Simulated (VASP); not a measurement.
Set up this calculation in VASP 6.6.1, as the native input.

```yaml
Task: single point
Functional: LDA
Potentials_or_basis: VASP PAW LDA potentials, release 64 (Al)
Cutoff: 520 eV
k_mesh: 19 × 19 × 4
Occupations: gaussian, width 0.15 eV
Spin: no spin polarisation
Dipole_correction: no
Further_INCAR_settings: ALGO = Fast; EDIFF = 1e-07; NBANDS = 18
```

The structure of Al lies in POSCAR:

```
Al
1.0
    2.0239800000     -2.0239800000      0.0000000000
    2.0239800000      0.0000000000     -2.0239800000
    9.8279708076      9.8279708076      9.8279708076
Al
6
Direct
    0.6666666667      0.6666666667      0.0686331982
    0.0000000000      0.0000000000      0.7551024737
    0.3333333333      0.3333333333      0.2059270533
    0.6666666667      0.6666666667      0.4805147635
    0.0000000000      0.0000000000      0.3432209084
    0.3333333333      0.3333333333      0.6178086186
```

This cell differs from its parent crystal: the distance across one plane changed.

The input as run:

INCAR

```
SYSTEM = Al
ALGO = Fast
EDIFF = 1E-7
ENCUT = 520
GGA = CA
ISIF = 2
ISMEAR = 0
LASPH = .TRUE.
LCHARG = .FALSE.
LREAL = .FALSE.
LWAVE = .FALSE.
NBANDS = 18
NELM = 100
PREC = Accurate
SIGMA = 0.15
```

KPOINTS

```
k-points
0
G
  19 19 4
  0 0 0
```

Potentials or basis: VASP PAW LDA potentials, release 64 (Al).

Command:

```sh
$ cat potpaw_LDA.64/Al/POTCAR > POTCAR
$ mpirun -np 1 vasp_std > vasp.out
```

Results of the run:

The pressure is -3.8 GPa. The largest force is 0.058 eV/Å. The band gap on the k mesh is zero (bands 9 and 10 overlap by 3.56 eV).

Caveat: the cell differs from its parent crystal (the distance across one plane changed); the cell stands under tension.

Wall time 3 min on 1 thread of AMD EPYC 9R45 96-Core Processor (Zen 5), on a shared host, peak memory 0.32 GiB.
